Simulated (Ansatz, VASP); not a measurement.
# MgS in VASP and in Ansatz

The input INCAR:

```
PREC     = Accurate       # precision mode
ENCUT    = 600            # plane-wave cutoff, eV
EDIFF    = 1E-6           # SCF threshold, eV
ISMEAR   = 0              # smearing method
SIGMA    = 0.02           # smearing width, eV
LREAL    = F              # projectors in reciprocal space
LASPH    = T              # aspherical terms in the spheres
NELM     = 120            # most SCF steps
ALGO     = Normal         # electronic algorithm
ISIF     = 2              # what is computed and relaxed
LWAVE    = F              # write WAVECAR
LCHARG   = F              # write CHGCAR
GGA      = PS             # functional
NBANDS   = 11             # bands
GGA_COMPAT= F
```

File KPOINTS:

```
regular mesh
0
Gamma
  4 4 4
```

POSCAR

```
MgS
1.0
    0.0000000000      2.6016500000      2.6016500000
    2.6016500000      0.0000000000      2.6016500000
    2.6016500000      2.6016500000      0.0000000000
Mg S
1 1
Direct
    0.0077990322     -0.0036181779     -0.0023590152
    0.4940874765      0.5027429767      0.5017883930
```

Input for Ansatz:

```yaml
crystal:
  lattice:
    - [0.0, 2.60165, 2.60165]
    - [2.60165, 0.0, 2.60165]
    - [2.60165, 2.60165, 0.0]
  atoms:
    - { symbol: Mg, position: [0.007799032243934349, -0.003618177940168614, -0.0023590152431613885] }
    - { symbol: S, position: [0.49408747653070284, 0.5027429767295993, 0.5017883929513107] }
kpoints:
  mp_grid:
    grid: [4, 4, 4]
hamiltonian:
  xc: pbesol
scf:
  occupations:
    method: gaussian
    width: 0.02
output:
  forces: true
```

Alike in both runs: task single point; functional PBEsol; k mesh 4 × 4 × 4; occupations gaussian, width 0.02 eV; no spin polarisation.

|  | VASP | Ansatz |
| --- | --- | --- |
| version | VASP 6.6.1 | Ansatz 0.2.0 |
| potentials or method | VASP PAW PBE potentials, release 64 (Mg, S) | plane waves, PAW |
| plane-wave cutoff (eV) | 600 | 420 |
| valence electrons in the cell | 8 | 16 |

```tsv
	VASP	Ansatz	Ansatz less VASP
rms of the force components (eV/Å)	0.066	0.066	-0.0001
```

VASP's potentials were made for PBE, not for PBEsol. Atom by atom the forces differ by 0.000 eV/Å (rms over components). VASP's potentials hold 8 valence electrons a cell and Ansatz's 16, so a difference there can come from the potentials and not from the codes.

The k mesh is coarse, so the values compare programs but aren't converged.
